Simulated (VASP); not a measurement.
# SrO (R3m) in VASP: single point with r2SCAN

Aim: the single point of SrO with r2SCAN.

Everything below comes from runs of VASP 6.6.1. Logs are shortened: lines on timing, memory, paths and dates and some standing lists are left out, and cuts for length are marked.

## 1. The cell of the first run

Symmetry: R3m, No. 160, trigonal system. Conventional cell: a = 3.949 Å, b = 3.949 Å, c = 9.851 Å, α = 90.00°, β = 90.00°, γ = 120.00°. Sr (site symmetry 3m) has 4 O at 2.43 to 2.44 Å within 3.2 Å. Within 3.2 Å of O (site symmetry 3m) lie 4 Sr at 2.43 to 2.44 Å.

## 2. Single point, r2SCAN (strain along [111] +1.8%)

The input, POSCAR:

```
SrO
1.0
    0.0342519743      2.8265324913      2.8265324913
    2.8265324913      0.0342519743      2.8265324913
    2.8265324913      2.8265324913      0.0342519743
Sr O
1 1
Direct
    0.0010233358      0.0010233358      0.0010233358
    0.2489766642      0.2489766642      0.2489766642
```

The input, INCAR.step1:

```
SYSTEM = SrO
PREC = Accurate
ENCUT = 520
ISMEAR = 0
SIGMA = 0.01
LREAL = .FALSE.
LASPH = .TRUE.
NELM = 100
NBANDS = 15
GGA = PE
ALGO = Normal
EDIFF = 1E-4
LWAVE = .TRUE.
LCHARG = .FALSE.
```

The input, INCAR.step2:

```
SYSTEM = SrO
PREC = Accurate
ENCUT = 520
EDIFF = 1E-6
ISMEAR = 0
SIGMA = 0.01
LREAL = .FALSE.
LASPH = .TRUE.
NELM = 100
ALGO = Normal
ISIF = 2
LWAVE = .FALSE.
LCHARG = .TRUE.
METAGGA = R2SCAN
LMIXTAU = .TRUE.
LELF = .TRUE.
LVHAR = .TRUE.
NBANDS = 15
ISTART = 1
```

The input, KPOINTS:

```
regular mesh
0
G
  8 8 8
  0 0 0
```

Potentials or basis: VASP PAW PBE potentials, release 64 (Sr_sv, O).

On the command line:

```console
cat potpaw_PBE.64/Sr_sv/POTCAR potpaw_PBE.64/O/POTCAR > POTCAR
cp INCAR.step1 INCAR
mpirun -np 1 vasp_std > vasp.out
cp INCAR.step2 INCAR
mpirun -np 1 vasp_std > vasp.out
```

OUTCAR:

```text
SYSTEM = SrO
   PREC = Accurate
   ENCUT = 520
   EDIFF = 1E-6
   ISMEAR = 0
   LREAL = .FALSE.
   LASPH = .TRUE.
   NELM = 100
   ISIF = 2
   METAGGA = R2SCAN
   ISTART = 1

 ion  position               nearest neighbor table
   1  0.001  0.001  0.001-   2 2.43   2 2.43   2 2.43   2 2.44
   2  0.249  0.249  0.249-   1 2.43   1 2.43   1 2.43   1 2.44

  LATTYP: Found a trigonal (rhomboedric) cell.
 ALAT       =     3.9974673290
 COS(alpha) =     0.5120804204

  Lattice vectors:

 A1 = (   0.0342519743,   2.8265324913,   2.8265324913)
 A2 = (   2.8265324913,   0.0342519743,   2.8265324913)
 A3 = (   2.8265324913,   2.8265324913,   0.0342519743)

Analysis of symmetry for initial positions (statically):
=====================================================================
 Subroutine PRICEL returns:
 Original cell was already a primitive cell.

 Routine SETGRP: Setting up the symmetry group for a
 trigonal (rhombohedral) supercell.

 Subroutine GETGRP returns: Found  6 space group operations
 (whereof  6 operations were pure point group operations)
 out of a pool of 12 trial point group operations.

The static configuration has the point symmetry C_3v.

Analysis of symmetry for dynamics (positions and initial velocities):
=====================================================================
 Subroutine PRICEL returns:
 Original cell was already a primitive cell.

 Routine SETGRP: Setting up the symmetry group for a
 trigonal (rhombohedral) supercell.

 Subroutine GETGRP returns: Found  6 space group operations
 (whereof  6 operations were pure point group operations)
 out of a pool of 12 trial point group operations.

The dynamic configuration has the point symmetry C_3v.

 Subroutine INISYM returns: Found  6 space group operations
 (whereof  6 operations are pure point group operations),
 and found     1 'primitive' translations

----------------------------------------------------------------------------------------

                                     Primitive cell

  volume of cell :      44.3430

  direct lattice vectors                    reciprocal lattice vectors
     0.034251974  2.826532491  2.826532491    -0.180143527  0.177986681  0.177986681
     2.826532491  0.034251974  2.826532491     0.177986681 -0.180143527  0.177986681
     2.826532491  2.826532491  0.034251974     0.177986681  0.177986681 -0.180143527

  length of vectors
     3.997467329  3.997467329  3.997467329     0.309532239  0.309532239  0.309532239

  position of ions in fractional coordinates (direct lattice)
     0.001023336  0.001023336  0.001023336
     0.248976664  0.248976664  0.248976664

  ion indices of the primitive-cell ions
   primitive index   ion index
                 1           1
                 2           2

----------------------------------------------------------------------------------------

 KPOINTS: regular mesh

Automatic generation of k-mesh.
 Grid dimensions read from file:
 generate k-points for:    8    8    8

 Generating k-lattice:

  Cartesian coordinates                     Fractional coordinates (reciprocal lattice)
    -0.022517941  0.022248335  0.022248335     0.125000000  0.000000000  0.000000000
     0.022248335 -0.022517941  0.022248335     0.000000000  0.125000000  0.000000000
     0.022248335  0.022248335 -0.022517941     0.000000000  0.000000000  0.125000000

  Length of vectors
     0.038691530  0.038691530  0.038691530

  Shift w.r.t. Gamma in fractional coordinates (k-lattice)
     0.000000000  0.000000000  0.000000000

 Subroutine IBZKPT returns following result:
 ===========================================

 Found     65 irreducible k-points:

 Following reciprocal coordinates:
            Coordinates               Weight
  0.000000  0.000000  0.000000      1.000000
  0.125000  0.000000  0.000000      6.000000
  0.250000  0.000000  0.000000      6.000000
  0.375000  0.000000  0.000000      6.000000
  0.500000  0.000000  0.000000      3.000000
  0.125000  0.125000  0.000000      6.000000
[... 16 lines left out ...]
  0.250000  0.125000  0.125000      6.000000
  0.375000  0.125000  0.125000      6.000000
 [... further k-points ...]
   k-points           NKPTS =     65   k-points in BZ     NKDIM =     65   number of bands    NBANDS=     15
   number of dos      NEDOS =    301   number of ions     NIONS =      2
   total plane-waves  NPLWV =  27000
   dimension x,y,z NGX =    30 NGY =   30 NGZ =   30
   dimension x,y,z NGXF=    60 NGYF=   60 NGZF=   60
   ions per type =               1   1
   NGX,Y,Z   is equivalent  to a cutoff of  12.48, 12.48, 12.48 a.u.
   NGXF,Y,Z  is equivalent  to a cutoff of  24.95, 24.95, 24.95 a.u.
 SYSTEM =  SrO
   PREC   = accura    normal or accurate (medium, high low for compatibility)
   ISTART =      1    job   : 0-new  1-cont  2-samecut
   ICHARG =      0    charge: 1-file 2-atom 10-const
   ISPIN  =      1    spin polarized calculation?
   LNONCOLLINEAR =      F non collinear calculations
   LSORBIT =      F    spin-orbit coupling
   LASPH  =      T    aspherical Exc in radial PAW
   ENCUT  =  520.0 eV  38.22 Ry    6.18 a.u.   7.43  7.43  7.43*2*pi/ulx,y,z
   NELM   =    100;   NELMIN=  2; NELMDL=  0     # of ELM steps
   EDIFF  = 0.1E-05   stopping-criterion for ELM
   LREAL  =      F    real-space projection
   EDIFFG = 0.1E-04   stopping-criterion for IOM
   NSW    =      0    number of steps for IOM
   IBRION =     -1    ionic relax: 0-MD 1-quasi-New 2-CG
   NFREE  =      0    steps in history (QN), initial steepest desc. (CG)
   ISIF   =      2    stress and relaxation
   ISYM   =      2    0-nonsym 1-usesym 2-fastsym
   POTIM  = 0.5000    time-step for ionic-motion
   TEBEG  =    0.0;   TEEND  =   0.0 temperature during run
   PSTRESS=    0.0 pullay stress
   NELECT =      16.0000    total number of electrons
   NUPDOWN=      -1.0000    fix difference up-down
   EMIN   =  10.00;   EMAX   =-10.00  energy-range for DOS
   EFERMI =   0.00;   METHOD = LEGACY
   ISMEAR =     0;   SIGMA  =   0.01  broadening in eV -4-tet -1-fermi 0-gaus
   EFERMI_NEDOS =   21; number of points for ismear=-14 and -15
   IALGO  =     38    algorithm
   IMIX   =      4    mixing-type and parameters
     AMIX     =   0.40;   BMIX     =  1.00
     AMIX_MAG =   1.60;   BMIX_MAG =  1.00
  volume/ion in A,a.u.               =      22.17       149.62
  Fermi-wavevector in a.u.,A,eV,Ry     =   1.165484  2.202445 18.481514  1.358353
  Thomas-Fermi vector in A             =   2.302009
   LORBIT       =      0    0 simple, 1 ext, 2 COOP (PROOUT), +10 PAW based schemes
   METAGGA = R2SCAN    functional components
   LHFCALC =     F    Hartree Fock is set to
   AEXX    =    0.0000 exact exchange contribution
   IVDW    =     0    specifies the selected vdW correction
   LEPSILON=     F    determine dielectric tensor
   LRPA    =     F    only Hartree local field effects (RPA)
 non-spin polarized calculation
 Gauss-broadening in eV      SIGMA  =   0.01
  energy-cutoff  :      520.00
  volume of cell :       44.34
 maximum number of plane-waves:      1243
 NGX is ok and might be reduce to    30
   NGX = 15   NGY = 15   NGZ = 15

 number of electron      16.0000003 magnetization

 Free energy of the ion-electron system (eV)
  ---------------------------------------------------
  ext. energy  EPLUGINS =         0.00000000
  ---------------------------------------------------
  free energy    TOTEN  =       -26.62982758 eV

  energy without entropy =      -26.62982758  energy(sigma->0) =      -26.62982758

 E-fermi :  -0.0029     XC(G=0):  -9.0474

 val. band max:       -0.0968887358   @ k =  -0.2500   0.5000   0.2500
 cond. band min:       2.7567399651   @ k =   0.0000   0.0000   0.0000
 fundamental gap:      2.8536287010
 Fermi energy:        -0.0029300764

 k-point     1 :       0.0000    0.0000    0.0000
  band No.  band energies     occupation
      1     -33.4576      2.00000
      2     -15.8057      2.00000
      3     -14.7279      2.00000
      4     -14.7279      2.00000
      5     -14.7261      2.00000
      6      -0.9384      2.00000
      7      -0.8870      2.00000
      8      -0.8870      2.00000
      9       2.7567      0.00000
     10       8.5073      0.00000
     11       8.5073      0.00000
     12       9.7526      0.00000
     13       9.8104      0.00000
     14       9.8104      0.00000
     15      15.1743      0.00000

 k-point     2 :       0.1250    0.0000    0.0000
  band No.  band energies     occupation
      1     -33.4491      2.00000
      2     -16.0642      2.00000
      3     -14.7409      2.00000
      4     -14.7408      2.00000
      5     -14.5001      2.00000
      6      -0.9888      2.00000
      7      -0.8773      2.00000
      8      -0.8388      2.00000
      9       3.2613      0.00000
     10       8.1447      0.00000
     11       8.2012      0.00000
     12       9.4290      0.00000
     13      10.1568      0.00000
     14      10.2043      0.00000
     15      14.0585      0.00000

 k-point     3 :       0.2500    0.0000    0.0000
  band No.  band energies     occupation
      1     -33.4283      2.00000
      2     -16.4893      2.00000
      3     -14.7721      2.00000
      4     -14.7693      2.00000
      5     -14.1633      2.00000
      6      -1.0323      2.00000
      7      -0.7586      2.00000
      8      -0.7312      2.00000
      9       4.3172      0.00000
     10       7.7948      0.00000
     11       7.9391      0.00000
     12       8.7021      0.00000
     13      10.5116      0.00000
     14      10.6067      0.00000
     15      12.6602      0.00000
[... 343 lines left out ...]
 k-point    23 :       0.2500    0.1250    0.1250
  band No.  band energies     occupation
      1     -33.4375      2.00000
      2     -16.3386      2.00000
      3     -14.8024      2.00000
      4     -14.7474      2.00000
      5     -14.2344      2.00000
      6      -1.0817      2.00000
      7      -0.7905      2.00000
      8      -0.7397      2.00000
      9       3.9088      0.00000
     10       7.6484      0.00000
     11       7.9542      0.00000
     12       9.4558      0.00000
     13      10.1697      0.00000
     14      10.6248      0.00000
     15      13.3054      0.00000

 k-point    24 :       0.3750    0.1250    0.1250
  band No.  band energies     occupation
      1     -33.4167      2.00000
      2     -16.6733      2.00000
      3     -14.8750      2.00000
      4     -14.7786      2.00000
      5     -13.9462      2.00000
      6      -1.0000      2.00000
      7      -0.6799      2.00000
      8      -0.6577      2.00000
      9       4.8157      0.00000
     10       7.5179      0.00000
     11       7.5280      0.00000
     12       8.9408      0.00000
     13      10.5603      0.00000
     14      10.8345      0.00000
     15      12.5778      0.00000

 [... further k-points ...]

------------------------ aborting loop because EDIFF is reached ----------------------------------------

  FORCE on cell =-STRESS in cart. coord.  units (eV):
  Direction    XX          YY          ZZ          XY          YZ          ZX
  --------------------------------------------------------------------------------------
  -------------------------------------------------------------------------------------
  Total       -0.2061917     -0.2061917     -0.2061917     -0.0944628     -0.0944628     -0.0944628
  in kB       -7.4499986     -7.4499986     -7.4499986     -3.4130736     -3.4130736     -3.4130736
  external PRESSURE =      -7.4499986 kB  Pullay stress =       0.0000000 kB

 VOLUME and BASIS-vectors are now :
 -----------------------------------------------------------------------------
  energy-cutoff  :      520.00
  volume of cell :       44.34
      direct lattice vectors                 reciprocal lattice vectors
     0.034251974  2.826532491  2.826532491    -0.180143527  0.177986681  0.177986681
     2.826532491  0.034251974  2.826532491     0.177986681 -0.180143527  0.177986681
     2.826532491  2.826532491  0.034251974     0.177986681  0.177986681 -0.180143527

 POSITION                                       TOTAL-FORCE (eV/Angst)
 -----------------------------------------------------------------------------------
      0.00582      0.00582      0.00582        -0.000866     -0.000866     -0.000866
      1.41601      1.41601      1.41601         0.000866      0.000866      0.000866
 -----------------------------------------------------------------------------------
    total drift:                                0.000043      0.000043      0.000043

  FREE ENERGIE OF THE ION-ELECTRON SYSTEM (eV)
  ---------------------------------------------------
  free  energy   TOTEN  =       -26.6298275751 eV

  energy  without entropy=      -26.6298275751  energy(sigma->0) =      -26.62982758
```

It took 5.1 min on 1 thread of Intel Xeon 8259CL, shared host; peak memory 0.2 GiB.

Results:

```yaml
Free_energy: -26.6298 eV
Pressure: -0.7 GPa
Band_gap_on_the_k_mesh: 2.85 eV (least direct gap 3.64 eV)
```

Caveat: the cell differs from its parent crystal (strain along [111] +1.8%); the PAW data sets were made with another functional, which shifts forces and pressure a little.
